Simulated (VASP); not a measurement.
A run of VASP 6.6.1 is set up as follows.

The input POSCAR:

```
CdSe
1.0
    0.0000000000      3.0702711986      3.0702711986
    3.0702711986      0.0000000000      3.0702711986
    3.0702711986      3.0702711986      0.0000000000
Cd Se
1 1
Direct
    0.0000000000      0.0000000000      0.0000000000
    0.2500000000      0.2500000000      0.2500000000
```

The input INCAR.step1:

```
PREC = Accurate
ENCUT = 520
EDIFF = 1E-5
ISMEAR = -1
SIGMA = 0.05
LREAL = False
LASPH = True
NELM = 100
ALGO = Normal
ISIF = 2
LWAVE = True
LCHARG = False
NBANDS = 16
GGA = PE
```

INCAR.step2

```
PREC = Accurate
ENCUT = 520
EDIFF = 1E-6
ISMEAR = -1
SIGMA = 0.05
LREAL = False
LASPH = True
NELM = 100
ALGO = Normal
ISIF = 2
LWAVE = False
LCHARG = False
GGA = PE
LHFCALC = True
AEXX = 0.25
PRECFOCK = Normal
NBANDS = 16
ISTART = 1
```

File KPOINTS:

```
regular mesh
0
Gamma
  4 4 4
```

Potentials or basis: VASP PAW PBE potentials, release 64 (Cd, Se).

Command:

```console
$ cat potpaw_PBE.64/Cd/POTCAR potpaw_PBE.64/Se/POTCAR > POTCAR
$ cp INCAR.step1 INCAR
$ mpirun -np 1 vasp_std > vasp.out
$ cp INCAR.step2 INCAR
$ mpirun -np 1 vasp_std > vasp.out
```

(1) What does it give for the pressure?

(2) What does it give for the band gap on the k mesh?

Results:

(1) 0.2 GPa.

(2) 2.18 eV.

Caveat: the k points lie up to 0.44 Å⁻¹ apart; the PAW data sets were made with another functional, which shifts forces and pressure a little.
